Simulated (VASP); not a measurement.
The system is Sc2SbP3.

```
Sc Sb P
1.0
     6.05432    0.00000    0.00000
    -3.02716    5.24320    0.00000
     0.00000    0.00000    3.52975
Sc Sb P
2 1 3
Direct
  0.33333 0.66667 0.00000
  0.66667 0.33333 0.00000
  0.00000 0.00000 0.00000
  0.50000 0.00000 0.50000
  0.50000 0.50000 0.50000
  0.00000 0.50000 0.50000
```

The cell was generated, and may not be a known phase.

| Quantity | Value |
| --- | --- |
| Program | VASP 6.6.1 |
| Task | relaxation of cell and atoms |
| Functional | PBE |
| Potentials or basis | VASP PAW PBE potentials, release 64 (Sc_sv, Sb, P) |
| Cutoff | 600 eV |
| k mesh | 3 × 3 × 6 |
| Occupations | gaussian, width 0.1 eV |
| Spin | no spin polarisation |

At the start: pressure 10.3 GPa; volume 18.67 Å³/atom.

Problem. How do energy, volume and symmetry change on relaxing?

Solution. Over 8 steps the energy falls by 107.3 meV/atom and the volume is 19.86 Å³/atom (+6.3 %); space group P6/mmm (No. 191, to 0.1 Å) before and after.

The path:
```
step  energy change (eV)  largest force (eV/Å)  pressure (GPa)  volume (Å³)
   1              0.0000                0.0000           10.27       112.05
   2             -0.3815                0.0000           -5.74       132.38
   3             -0.5225                0.0000           -1.27       124.79
   4             -0.5952                0.0000           -1.06       122.92
   5             -0.6406                0.0000           -0.60       120.41
   6             -0.6428                0.0000           -0.45       119.75
   7             -0.6429                0.0000            0.43       118.57
   8             -0.6438                0.0000            0.00       119.14
```

Final structure:
```
Sc Sb P
1.0
     5.92770    0.00000    0.00000
    -2.96385    5.13354    0.00000
     0.00000    0.00000    3.91529
Sc Sb P
2 1 3
Direct
  0.33333 0.66667 0.00000
  0.66667 0.33333 0.00000
  0.00000 0.00000 0.00000
  0.50000 0.00000 0.50000
  0.50000 0.50000 0.50000
  0.00000 0.50000 0.50000
```

Caveat: the k points lie up to 0.41 Å⁻¹ apart in the final cell, too coarse for converged energies and pressures of a metal.
